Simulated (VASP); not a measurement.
LaS:

```
La S
1.0
     0.00000    2.92500    2.92500
     2.92500    0.00000    2.92500
     2.92500    2.92500    0.00000
La S
1 1
Cartesian
  0.0000 0.0000 0.0000
  2.9250 2.9250 2.9250
```

```yaml
Program: VASP 6.6.1
Task: relaxation of cell and atoms
Functional: LDA
Potentials_or_basis: VASP PAW LDA potentials, release 64 (La, S)
Cutoff: 600 eV
k_mesh: 12 × 12 × 12
Occupations: gaussian, width 0.05 eV
Spin: no spin polarisation
```

At the start: pressure -3.7 GPa; volume 25.03 Å³/atom.

Question: Where does the relaxation end?

Answer: Over 5 steps the energy falls by 12.6 meV/atom and the volume is 23.98 Å³/atom (-4.2 %); space group Fm-3m (No. 225, to 0.05 Å).

Step by step:
```csv
step,energy change (eV),largest force (eV/Å),pressure (GPa),volume (Å³)
1,0.0000,0.0000,-3.71,50.05
2,0.0010,0.0000,4.42,45.97
3,-0.0252,0.0000,-0.04,47.97
4,-0.0252,0.0000,0.04,47.93
5,-0.0252,0.0000,-0.02,47.97
```

Final structure:
```
La S
1.0
     0.00000    2.88382    2.88382
     2.88382    0.00000    2.88382
     2.88382    2.88382    0.00000
La S
1 1
Direct
  0.00000 0.00000 0.00000
  0.50000 0.50000 0.50000
```
